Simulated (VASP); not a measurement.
Here is a VASP 6.6.1 calculation.

File INCAR:

```
SYSTEM = Ru
PREC     = Accurate       ! precision mode
ENCUT    = 520            ! plane-wave cutoff, eV
EDIFF    = 1E-7           ! SCF threshold, eV
ISMEAR   = -1             ! smearing method
SIGMA    = 0.06122561905347299 ! smearing width, eV
LREAL    = .False.        ! projectors in reciprocal space
LASPH    = .True.         ! aspherical terms in the spheres
NELM     = 60             ! most SCF steps
ALGO     = Normal         ! electronic algorithm
ISIF     = 2              ! what is computed and relaxed
LWAVE    = .False.        ! write WAVECAR
LCHARG   = .False.        ! write CHGCAR
GGA      = PE             ! functional
NBANDS   = 21             ! bands
```

File KPOINTS:

```
regular mesh
0
Gamma
  17 17 17
  0 0 0
```

Contents of POSCAR:

```
Ru
1.0
    0.0000000000      2.7099272866      2.7099272866
    2.7099272866      0.0000000000      2.7099272866
    2.7099272866      2.7099272866      0.0000000000
Ru
2
Direct
    0.0000000000      0.0000000000      0.0000000000
    0.2500000000      0.2500000000      0.2500000000
```

Potentials or basis: VASP PAW PBE potentials, release 64 (Ru_pv).

The run is started by

```console
$ cat potpaw_PBE.64/Ru_pv/POTCAR > POTCAR
$ mpirun -np 1 vasp_std > vasp.out
```

(1) Predict the band gap on the k mesh.

(2) Estimate the pressure.

## Answers

(1) zero (band 14 reaches 7.75 eV, above the bottom of band 15 at 6.75 eV).

(2) 3.6 GPa.
